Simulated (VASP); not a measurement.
Set up this calculation in VASP 6.6.1, as the native input.

```yaml
Task: single point
Functional: PBE
Potentials_or_basis: VASP PAW PBE potentials, release 64 (Os, Zr_sv)
Cutoff: 520 eV
k_mesh: 7 × 7 × 7
Occupations: fermi-dirac, width 0.05 eV
Spin: no spin polarisation
Dipole_correction: no
Further_INCAR_settings: ALGO = Normal; EDIFF = 1e-06; NBANDS = 26
```

The structure of ZrOs3 lies in POSCAR:

```
ZrOs3
1.0
    3.9425724462      0.0000000000      0.0000000000
    0.0000000000      3.9425724462      0.0000000000
    0.0000000000      0.0000000000      3.9425724462
Os Zr
3 1
Direct
    0.0000000000      0.5000000000      0.5000000000
    0.5000000000      0.0000000000      0.5000000000
    0.5000000000      0.5000000000      0.0000000000
    0.0000000000      0.0000000000      0.0000000000
```

These files were run (other wordings do the same):

INCAR

```
PREC = Accurate ; ENCUT = 520
EDIFF = 1E-6 ; ISMEAR = -1
SIGMA = 0.05 ; LREAL = F
LASPH = T ; NELM = 100
ALGO = Normal ; ISIF = 2
LWAVE = F ; LCHARG = F
GGA = PE ; NBANDS = 26
```

KPOINTS

```
Automatic mesh
0
Gamma
  7 7 7
```

Potentials or basis: VASP PAW PBE potentials, release 64 (Os, Zr_sv).

Launch:

```sh
$ cat potpaw_PBE.64/Os/POTCAR potpaw_PBE.64/Zr_sv/POTCAR > POTCAR
$ mpirun -np 1 vasp_std > vasp.out
```

Results of the run:

```json
{
  "Pressure": "9.9 GPa",
  "Band gap on the k mesh": "zero (band 18 reaches 12.50 eV, above the bottom of band 19 at 8.68 eV)"
}
```

Caveat: spin-orbit coupling is left out, which moves the levels of the heavy elements.

Run time: 30 s on 1 thread of Intel(R) Xeon(R) Platinum 8488C (Sapphire Rapids), on a shared host, peak memory 0.18 GiB.
